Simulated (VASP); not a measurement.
# Si5PdW2 (P4/mmm) in VASP: relaxation of cell and atoms with PBE

Aim: the relaxation of cell and atoms of Si5PdW2 with PBE.

Everything below comes from runs of VASP 6.6.1. Logs are shortened: lines on timing, memory, paths and dates and some standing lists are left out, and cuts for length are marked.

### 1 The cell of the first run

The structure is tetragonal, space group P4/mmm (No. 123). Conventional cell: a = 3.245 Å, b = 3.245 Å, c = 10.680 Å, α = 90.00°, β = 90.00°, γ = 90.00°. Si (site symmetry 4mm) has 1 W at 2.53 Å and 9 Si at 2.58 to 3.25 Å and 4 Pd at 2.63 Å within 3.3 Å. Si (site symmetry 4mm) has 4 W at 2.57 Å and 9 Si at 2.67 to 3.25 Å and 1 Pd at 2.67 Å within 3.4 Å. Si (site symmetry 4/mmm) has 6 Si at 2.67 to 3.25 Å and 8 W at 2.75 Å within 3.5 Å. Within 3.5 Å of Pd (site symmetry 4/mmm) lie 10 Si at 2.63 to 2.67 Å and 4 Pd at 3.25 Å. W (site symmetry 4mm) has 9 Si at 2.53 to 2.75 Å and 5 W at 3.04 to 3.25 Å within 3.3 Å.

### 2 Relaxation of cell and atoms, PBE

INCAR reads:

```
SYSTEM = Si5PdW2
  ALGO = Normal
  EDIFF = 1E-6
  EDIFFG = -0.01
  ENCUT = 600
  GGA = PE
  IBRION = 2
  ISIF = 3
  ISMEAR = 0
  LASPH = .True.
  LCHARG = .False.
  LREAL = .False.
  LWAVE = .False.
  NELM = 60
  NSW = 100
  PREC = Accurate
  SIGMA = 0.1
```

KPOINTS reads:

```
k-points
0
Gamma
  10 10 4
  0 0 0
```

POSCAR reads:

```
Si5PdW2
1.0
    3.2452774053      0.0000000000      0.0000000000
    0.0000000000      3.2452774053      0.0000000000
    0.0000000000      0.0000000000     10.6803514049
Si Pd W
5 1 2
Direct
    0.5000000000      0.5000000000      0.8791038349
    0.0000000000      0.0000000000      0.7498240925
    0.5000000000      0.5000000000      0.1208961651
    0.0000000000      0.0000000000      0.2501759075
    0.0000000000      0.0000000000      0.5000000000
    0.0000000000      0.0000000000      0.0000000000
    0.5000000000      0.5000000000      0.6425227909
    0.5000000000      0.5000000000      0.3574772091
```

Potentials or basis: VASP PAW PBE potentials, release 64 (Si, Pd, W_sv).

On the command line:

```bash
$ cat potpaw_PBE.64/Si/POTCAR potpaw_PBE.64/Pd/POTCAR potpaw_PBE.64/W_sv/POTCAR > POTCAR
$ mpirun -np 1 vasp_std > vasp.out
```

OUTCAR:

```text
SYSTEM = Si5PdW2
   EDIFF = 1E-6
   EDIFFG = -0.01
   ENCUT = 600
   GGA = PE
   IBRION = 2
   ISIF = 3
   ISMEAR = 0
   LASPH = .True.
   LREAL = .False.
   NELM = 60
   NSW = 100
   PREC = Accurate

 ion  position               nearest neighbor table
   1  0.500  0.500  0.879-   7 2.53   3 2.58   6 2.63   6 2.63   6 2.63   6 2.63   2 2.68   2 2.68
                             2 2.68   2 2.68
   2  0.000  0.000  0.750-   7 2.57   7 2.57   7 2.57   7 2.57   5 2.67   6 2.67   1 2.68   1 2.68
                             1 2.68   1 2.68
   3  0.500  0.500  0.121-   8 2.53   1 2.58   6 2.63   6 2.63   6 2.63   6 2.63   4 2.68   4 2.68
                             4 2.68   4 2.68
   4  0.000  0.000  0.250-   8 2.57   8 2.57   8 2.57   8 2.57   5 2.67   6 2.67   3 2.68   3 2.68
                             3 2.68   3 2.68
   5  0.000  0.000  0.500-   2 2.67   4 2.67   7 2.75   8 2.75   7 2.75   8 2.75   7 2.75   8 2.75
                             7 2.75   8 2.75
   6  0.000  0.000  0.000-   1 2.63   3 2.63   1 2.63   3 2.63   1 2.63   3 2.63   1 2.63   3 2.63
                             2 2.67   4 2.67
   7  0.500  0.500  0.643-   1 2.53   2 2.57   2 2.57   2 2.57   2 2.57   5 2.75   5 2.75   5 2.75
                             5 2.75   8 3.04
   8  0.500  0.500  0.357-   3 2.53   4 2.57   4 2.57   4 2.57   4 2.57   5 2.75   5 2.75   5 2.75
                             5 2.75   7 3.04

  LATTYP: Found a simple tetragonal cell.
 ALAT       =     3.2452774053
 C/A-ratio  =     3.2910442070

  Lattice vectors:

 A1 = (   3.2452774053,   0.0000000000,   0.0000000000)
 A2 = (   0.0000000000,   3.2452774053,   0.0000000000)
 A3 = (   0.0000000000,   0.0000000000,  10.6803514049)

Analysis of symmetry for initial positions (statically):
=====================================================================
 Subroutine PRICEL returns:
 Original cell was already a primitive cell.

 Routine SETGRP: Setting up the symmetry group for a
 simple tetragonal supercell.

 Subroutine GETGRP returns: Found 16 space group operations
 (whereof 16 operations were pure point group operations)
 out of a pool of 16 trial point group operations.

The static configuration has the point symmetry D_4h.

Analysis of symmetry for dynamics (positions and initial velocities):
=====================================================================
 Subroutine PRICEL returns:
 Original cell was already a primitive cell.

 Routine SETGRP: Setting up the symmetry group for a
 simple tetragonal supercell.

 Subroutine GETGRP returns: Found 16 space group operations
 (whereof 16 operations were pure point group operations)
 out of a pool of 16 trial point group operations.

The dynamic configuration has the point symmetry D_4h.

 Subroutine INISYM returns: Found 16 space group operations
 (whereof 16 operations are pure point group operations),
 and found     1 'primitive' translations

----------------------------------------------------------------------------------------

                                     Primitive cell

  volume of cell :     112.4836

  direct lattice vectors                    reciprocal lattice vectors
     3.245277405  0.000000000  0.000000000     0.308140068  0.000000000  0.000000000
     0.000000000  3.245277405  0.000000000     0.000000000  0.308140068  0.000000000
     0.000000000  0.000000000 10.680351405     0.000000000  0.000000000  0.093629878

  length of vectors
     3.245277405  3.245277405 10.680351405     0.308140068  0.308140068  0.093629878

  position of ions in fractional coordinates (direct lattice)
     0.500000000  0.500000000  0.879103835
     0.000000000  0.000000000  0.749824092
     0.500000000  0.500000000  0.120896165
     0.000000000  0.000000000  0.250175908
     0.000000000  0.000000000  0.500000000
     0.000000000  0.000000000  0.000000000
     0.500000000  0.500000000  0.642522791
     0.500000000  0.500000000  0.357477209

  ion indices of the primitive-cell ions
   primitive index   ion index
                 1           1
                 2           2
                 3           3
                 4           4
                 5           5
                 6           6
                 7           7
                 8           8

[... 22 lines left out ...]
 ===========================================

 Found     63 irreducible k-points:

 Following reciprocal coordinates:
            Coordinates               Weight
  0.000000  0.000000  0.000000      1.000000
  0.100000  0.000000  0.000000      4.000000
  0.200000  0.000000  0.000000      4.000000
  0.300000  0.000000  0.000000      4.000000
  0.400000  0.000000  0.000000      4.000000
  0.500000  0.000000  0.000000      2.000000
[... 16 lines left out ...]
  0.100000  0.000000  0.250000      8.000000
  0.200000  0.000000  0.250000      8.000000
 [... further k-points ...]
   k-points           NKPTS =     63   k-points in BZ     NKDIM =     63   number of bands    NBANDS=     34
   number of dos      NEDOS =    301   number of ions     NIONS =      8
   total plane-waves  NPLWV =  70560
   dimension x,y,z NGX =    28 NGY =   28 NGZ =   90
   dimension x,y,z NGXF=    56 NGYF=   56 NGZF=  180
   ions per type =               5   1   2
   NGX,Y,Z   is equivalent  to a cutoff of  14.34, 14.34, 14.01 a.u.
   NGXF,Y,Z  is equivalent  to a cutoff of  28.69, 28.69, 28.02 a.u.
 SYSTEM =  Si5PdW2
   PREC   = accura    normal or accurate (medium, high low for compatibility)
   ISTART =      0    job   : 0-new  1-cont  2-samecut
   ICHARG =      2    charge: 1-file 2-atom 10-const
   ISPIN  =      1    spin polarized calculation?
   LNONCOLLINEAR =      F non collinear calculations
   LSORBIT =      F    spin-orbit coupling
   LASPH  =      T    aspherical Exc in radial PAW
   ENCUT  =  600.0 eV  44.10 Ry    6.64 a.u.   6.48  6.48 21.33*2*pi/ulx,y,z
   NELM   =     60;   NELMIN=  2; NELMDL= -5     # of ELM steps
   EDIFF  = 0.1E-05   stopping-criterion for ELM
   LREAL  =      F    real-space projection
   EDIFFG = -.1E-01   stopping-criterion for IOM
   NSW    =    100    number of steps for IOM
   IBRION =      2    ionic relax: 0-MD 1-quasi-New 2-CG
   NFREE  =      1    steps in history (QN), initial steepest desc. (CG)
   ISIF   =      3    stress and relaxation
   ISYM   =      2    0-nonsym 1-usesym 2-fastsym
   POTIM  = 0.5000    time-step for ionic-motion
   TEBEG  =    0.0;   TEEND  =   0.0 temperature during run
   PSTRESS=    0.0 pullay stress
   NELECT =      58.0000    total number of electrons
   NUPDOWN=      -1.0000    fix difference up-down
   EMIN   =  10.00;   EMAX   =-10.00  energy-range for DOS
   EFERMI =   0.00;   METHOD = LEGACY
   ISMEAR =     0;   SIGMA  =   0.10  broadening in eV -4-tet -1-fermi 0-gaus
   EFERMI_NEDOS =   21; number of points for ismear=-14 and -15
   IALGO  =     38    algorithm
   IMIX   =      4    mixing-type and parameters
     AMIX     =   0.40;   BMIX     =  1.00
     AMIX_MAG =   1.60;   BMIX_MAG =  1.00
  volume/ion in A,a.u.               =      14.06        94.88
  Fermi-wavevector in a.u.,A,eV,Ry     =   1.312767  2.480771 23.447710  1.723358
  Thomas-Fermi vector in A             =   2.443137
   LORBIT       =      0    0 simple, 1 ext, 2 COOP (PROOUT), +10 PAW based schemes
   GGA     = PE    functional components
   LHFCALC =     F    Hartree Fock is set to
   AEXX    =    0.0000 exact exchange contribution
   IVDW    =     0    specifies the selected vdW correction
   LEPSILON=     F    determine dielectric tensor
   LRPA    =     F    only Hartree local field effects (RPA)
 conjugate gradient relaxation of ions
 non-spin polarized calculation
 Gauss-broadening in eV      SIGMA  =   0.10
  energy-cutoff  :      600.00
  volume of cell :      112.48
 maximum number of plane-waves:      3803
 NGX is ok and might be reduce to    28
   NGX = 13   NGY = 13   NGZ = 43

--------------------------------------- Ionic step        1  -------------------------------------------

 number of electron      58.0000005 magnetization

 Free energy of the ion-electron system (eV)
  ---------------------------------------------------
  ext. energy  EPLUGINS =         0.00000000
  ---------------------------------------------------
  free energy    TOTEN  =       -59.16239668 eV

  energy without entropy =      -59.14680401  energy(sigma->0) =      -59.15460034

------------------------ aborting loop because EDIFF is reached ----------------------------------------

  FORCE on cell =-STRESS in cart. coord.  units (eV):
  Direction    XX          YY          ZZ          XY          YZ          ZX
  --------------------------------------------------------------------------------------
  -------------------------------------------------------------------------------------
  Total        0.3127645      0.3127645      0.2237813      0.0000000      0.0000000      0.0000000
  in kB        4.4549091      4.4549091      3.1874637      0.0000000      0.0000000      0.0000000
  external PRESSURE =       4.0324273 kB  Pullay stress =       0.0000000 kB
[... 107 lines left out ...]
  FREE ENERGIE OF THE ION-ELECTRON SYSTEM (eV)
  ---------------------------------------------------
  free  energy   TOTEN  =       -59.1641560636 eV

  energy  without entropy=      -59.1482509143  energy(sigma->0) =      -59.15620349

[... ionic steps 4 to 9 ...]

--------------------------------------- Ionic step       10  -------------------------------------------

 number of electron      58.0000005 magnetization

------------------------ aborting loop because EDIFF is reached ----------------------------------------
[... 79 lines left out ...]
--------------------------------------- Ionic step       12  -------------------------------------------

 number of electron      58.0000005 magnetization

 Free energy of the ion-electron system (eV)
  ---------------------------------------------------
  ext. energy  EPLUGINS =         0.00000000
  ---------------------------------------------------
  free energy    TOTEN  =       -59.16539970 eV

  energy without entropy =      -59.14954748  energy(sigma->0) =      -59.15747359

 E-fermi :  11.3130     XC(G=0): -12.3360

 val. band max:       11.2667159628   @ k =   0.4000   0.3000   0.0000
 cond. band min:      11.3135707677   @ k =   0.5000   0.3000   0.0000
 fundamental gap:      0.0468548049
 Fermi energy:        11.3130030368

 k-point     1 :       0.0000    0.0000    0.0000
  band No.  band energies     occupation
      1     -62.4720      2.00000
      2     -62.4641      2.00000
      3     -26.8093      2.00000
      4     -26.6834      2.00000
      5     -26.6834      2.00000
      6     -26.6668      2.00000
[... 877 lines left out ...]
     33      13.2007      0.00000
     34      14.2397      0.00000

 [... further k-points ...]

------------------------ aborting loop because EDIFF is reached ----------------------------------------

  FORCE on cell =-STRESS in cart. coord.  units (eV):
  Direction    XX          YY          ZZ          XY          YZ          ZX
  --------------------------------------------------------------------------------------
  -------------------------------------------------------------------------------------
  Total        0.0542245      0.0542245      0.0074368      0.0000000      0.0000000     -0.0000000
  in kB        0.7713730      0.7713730      0.1057919      0.0000000      0.0000000     -0.0000000
  external PRESSURE =       0.5495126 kB  Pullay stress =       0.0000000 kB
[... 23 lines left out ...]
  FREE ENERGIE OF THE ION-ELECTRON SYSTEM (eV)
  ---------------------------------------------------
  free  energy   TOTEN  =       -59.1653996995 eV

  energy  without entropy=      -59.1495474768  energy(sigma->0) =      -59.15747359

 reached required accuracy - stopping structural energy minimisation
```

Run time: 26 min. Hardware: 1 thread of Intel Xeon Platinum 8375C at 2.90GHz (Ice Lake), shared host; peak memory 0.46 GiB.

What came out:

* Free energy: -59.1654 eV
* Relaxed volume: 14.08 Å³/atom
* Relaxed cell: a = 3.246 Å, b = 3.246 Å, c = 10.691 Å, α = 90.00°, β = 90.00°, γ = 90.00°
* Space group after relaxing (to 0.05 Å): P4/mmm (No. 123)
* Energy gained by relaxing: 0.4 meV/atom
* Ionic steps: 12
* Pressure after relaxing: 0.1 GPa
* Largest force after relaxing: 0.008 eV/Å
* Band gap on the k mesh: zero (band 29 reaches 12.04 eV, above the bottom of band 30 at 10.85 eV)

Forces in eV/Å, atoms in the order of the input:
```
Si   0.000  0.000  0.003
Si   0.000  0.000 -0.008
Si   0.000  0.000 -0.003
Si   0.000  0.000  0.008
Si   0.000  0.000  0.000
Pd   0.000  0.000  0.000
W    0.000  0.000  0.003
W    0.000  0.000 -0.003
```

Step by step:
| step | energy change (eV) | largest force (eV/Å) | pressure (GPa) | volume (Å³) |
| --- | --- | --- | --- | --- |
| 1 | 0.0000 | 0.1648 | 0.40 | 112.48 |
| 2 | -0.0016 | 0.0635 | -0.65 | 113.06 |
| 3 | -0.0018 | 0.0867 | -0.41 | 112.92 |
| 4 | -0.0028 | 0.0220 | 0.06 | 112.63 |
| 5 | -0.0028 | 0.0216 | 0.06 | 112.64 |
| 6 | -0.0030 | 0.0236 | -0.03 | 112.68 |
| 7 | -0.0030 | 0.0246 | -0.04 | 112.68 |
| 8 | -0.0029 | 0.0249 | -0.05 | 112.69 |
| 9 | -0.0030 | 0.0245 | -0.05 | 112.68 |
| 10 | -0.0030 | 0.0244 | -0.04 | 112.68 |
| 11 | -0.0030 | 0.0114 | 0.03 | 112.64 |
| 12 | -0.0030 | 0.0078 | 0.05 | 112.63 |

Final structure:
```
CELL_PARAMETERS angstrom
3.24568 0.00000 0.00000
0.00000 3.24568 0.00000
0.00000 0.00000 10.69129
ATOMIC_POSITIONS crystal
Si 0.50000 0.50000 0.87767
Si 0.00000 0.00000 0.74975
Si 0.50000 0.50000 0.12233
Si 0.00000 0.00000 0.25025
Si 0.00000 0.00000 0.50000
Pd 0.00000 0.00000 0.00000
W 0.50000 0.50000 0.64184
W 0.50000 0.50000 0.35816
```

Caveat: spin-orbit coupling is left out, which moves the levels of the heavy elements.
